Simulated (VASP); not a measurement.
# Al5As (P6/mmm) in VASP: a series of runs, part 2 of 2

VASP 6.6.1. Earlier steps stand in the parts before.

## 3. Single point, PBE

This run uses another cell than the first one, of 31.69 Å³/atom, 0.914 times its volume.

Contents of INCAR:

```
SYSTEM = Al5As
PREC = Accurate ; ENCUT = 520
EDIFF = 1E-6 ; ISMEAR = 0
SIGMA = 0.1 ; LREAL = .False.
LASPH = .True. ; NELM = 60
ALGO = Fast ; ISIF = 2
LWAVE = .False. ; LCHARG = .False.
GGA = PE ; NBANDS = 19
```

Contents of KPOINTS:

```
regular mesh
0
Gamma
  6 6 2
  0 0 0
```

Contents of POSCAR:

```
Al5As
1.0
    5.4255846104      0.0000000000      0.0000000000
   -2.7127923052      4.6986941030      0.0000000000
    0.0000000000      0.0000000000      7.4594125285
Al As
5 1
Direct
    0.0000000000      0.0000000000      0.1747807852
    0.0000000000      0.0000000000      0.8252192148
    0.5000000000      0.0000000000      0.5000000000
    0.0000000000      0.5000000000      0.5000000000
    0.5000000000      0.5000000000      0.5000000000
    0.0000000000      0.0000000000      0.5000000000
```

Potentials or basis: VASP PAW PBE potentials, release 64 (Al, As).

Launch:

```bash
cat potpaw_PBE.64/Al/POTCAR potpaw_PBE.64/As/POTCAR > POTCAR
mpirun -np 1 vasp_std > vasp.out
```

OUTCAR:

```text
SYSTEM = Al5As
   PREC = Accurate
   ENCUT = 520
   EDIFF = 1E-6
   ISMEAR = 0
   LREAL = .False.
   LASPH = .True.
   NELM = 60
   ISIF = 2
   GGA = PE

 ion  position               nearest neighbor table
   1  0.000  0.000  0.175-   6 2.43   2 2.61
   2  0.000  0.000  0.825-   6 2.43   1 2.61
   3  0.500  0.000  0.500-   6 2.71   6 2.71   4 2.71   5 2.71   5 2.71   4 2.71
   4  0.000  0.500  0.500-   5 2.71   5 2.71   6 2.71   6 2.71   3 2.71   3 2.71
   5  0.500  0.500  0.500-   4 2.71   4 2.71   6 2.71   3 2.71   3 2.71   6 2.71
   6  0.000  0.000  0.500-   1 2.43   2 2.43   3 2.71   3 2.71   5 2.71   4 2.71   4 2.71   5 2.71

  LATTYP: Found a hexagonal cell.
 ALAT       =     5.4255846104
 C/A-ratio  =     1.3748587598

  Lattice vectors:

 A1 = (   5.4255846104,   0.0000000000,   0.0000000000)
 A2 = (  -2.7127923052,   4.6986941030,   0.0000000000)
 A3 = (   0.0000000000,   0.0000000000,   7.4594125285)

Analysis of symmetry for initial positions (statically):
=====================================================================
 Subroutine PRICEL returns:
 Original cell was already a primitive cell.

 Routine SETGRP: Setting up the symmetry group for a
 hexagonal supercell.

 Subroutine GETGRP returns: Found 24 space group operations
 (whereof 24 operations were pure point group operations)
 out of a pool of 24 trial point group operations.

The static configuration has the point symmetry D_6h.

Analysis of symmetry for dynamics (positions and initial velocities):
=====================================================================
 Subroutine PRICEL returns:
 Original cell was already a primitive cell.

 Routine SETGRP: Setting up the symmetry group for a
 hexagonal supercell.

 Subroutine GETGRP returns: Found 24 space group operations
 (whereof 24 operations were pure point group operations)
 out of a pool of 24 trial point group operations.
[... 119 lines left out ...]
  volume/ion in A,a.u.               =      31.69       213.88
  Fermi-wavevector in a.u.,A,eV,Ry     =   0.772755  1.460296  8.124731  0.597151
  Thomas-Fermi vector in A             =   1.874455
   LORBIT       =      0    0 simple, 1 ext, 2 COOP (PROOUT), +10 PAW based schemes
   GGA     = PE    functional components
   LHFCALC =     F    Hartree Fock is set to
   AEXX    =    0.0000 exact exchange contribution
   IVDW    =     0    specifies the selected vdW correction
   LEPSILON=     F    determine dielectric tensor
   LRPA    =     F    only Hartree local field effects (RPA)
 non-spin polarized calculation
 RMM-DIIS sequential band-by-band and
 Gauss-broadening in eV      SIGMA  =   0.10
  energy-cutoff  :      520.00
  volume of cell :      190.16
 maximum number of plane-waves:      5140
   NGX = 21   NGY = 21   NGZ = 27

 number of electron      20.0000000 magnetization

 Free energy of the ion-electron system (eV)
  ---------------------------------------------------
  ext. energy  EPLUGINS =         0.00000000
  ---------------------------------------------------
  free energy    TOTEN  =       -18.77439687 eV

  energy without entropy =      -18.75315329  energy(sigma->0) =      -18.76377508

 E-fermi :   2.4973     XC(G=0):  -7.4676

 val. band max:        2.4530596174   @ k =   0.3333  -0.0000   0.5000
 cond. band min:       2.5085819478   @ k =   0.0000   0.0000   0.0000
 fundamental gap:      0.0555223304
 Fermi energy:         2.4973137070

 k-point     1 :       0.0000    0.0000    0.0000
  band No.  band energies     occupation
      1     -10.2844      2.00000
      2      -3.7040      2.00000
      3      -3.3788      2.00000
      4      -2.8173      2.00000
      5      -2.4967      2.00000
      6      -2.4967      2.00000
[... 285 lines left out ...]
      6       0.3522      2.00000
[... 11 lines left out ...]
     18       6.1523      0.00000
     19       7.1490      0.00000

------------------------ aborting loop because EDIFF is reached ----------------------------------------

  FORCE on cell =-STRESS in cart. coord.  units (eV):
  Direction    XX          YY          ZZ          XY          YZ          ZX
  --------------------------------------------------------------------------------------
  -------------------------------------------------------------------------------------
  Total        0.0265738      0.0265738      0.0362519      0.0000000      0.0000000      0.0000000
  in kB        0.2238906      0.2238906      0.3054308      0.0000000      0.0000000      0.0000000
  external PRESSURE =       0.2510707 kB  Pullay stress =       0.0000000 kB

 VOLUME and BASIS-vectors are now :
 -----------------------------------------------------------------------------
  energy-cutoff  :      520.00
  volume of cell :      190.16
      direct lattice vectors                 reciprocal lattice vectors
     5.425584610  0.000000000  0.000000000     0.184311935  0.106412545  0.000000000
    -2.712792305  4.698694103  0.000000000     0.000000000  0.212825091  0.000000000
     0.000000000  0.000000000  7.459412528     0.000000000  0.000000000  0.134058814

 POSITION                                       TOTAL-FORCE (eV/Angst)
 -----------------------------------------------------------------------------------
      0.00000      0.00000      1.30376        -0.000000      0.000000     -0.027419
      0.00000      0.00000      6.15565         0.000000     -0.000000      0.027419
      2.71279      0.00000      3.72971        -0.000000      0.000000      0.000000
     -1.35640      2.34935      3.72971        -0.000000      0.000000      0.000000
      1.35640      2.34935      3.72971        -0.000000      0.000000      0.000000
      0.00000      0.00000      3.72971        -0.000000      0.000000      0.000000
 -----------------------------------------------------------------------------------
    total drift:                                0.000000     -0.000000     -0.000000

  FREE ENERGIE OF THE ION-ELECTRON SYSTEM (eV)
  ---------------------------------------------------
  free  energy   TOTEN  =       -18.7743968697 eV

  energy  without entropy=      -18.7531532851  energy(sigma->0) =      -18.76377508
```

Wall time 50 s (1 thread of Intel Xeon Platinum 8259CL at 2.50GHz (Skylake/Cascade Lake), shared host); peak memory 0.28 GiB.

Results:

* Free energy: -18.7744 eV
* Pressure: 0.0 GPa
* Largest force: 0.027 eV/Å
* Band gap on the k mesh: zero (band 10 reaches 3.10 eV, above the bottom of band 11 at 1.39 eV)

Forces in eV/Å, atoms in the order of the input:
```
Al   0.000  0.000 -0.027
Al   0.000  0.000  0.027
Al   0.000  0.000  0.000
Al   0.000  0.000  0.000
Al   0.000  0.000  0.000
As   0.000  0.000  0.000
```

Caveat: the k points lie up to 0.42 Å⁻¹ apart.
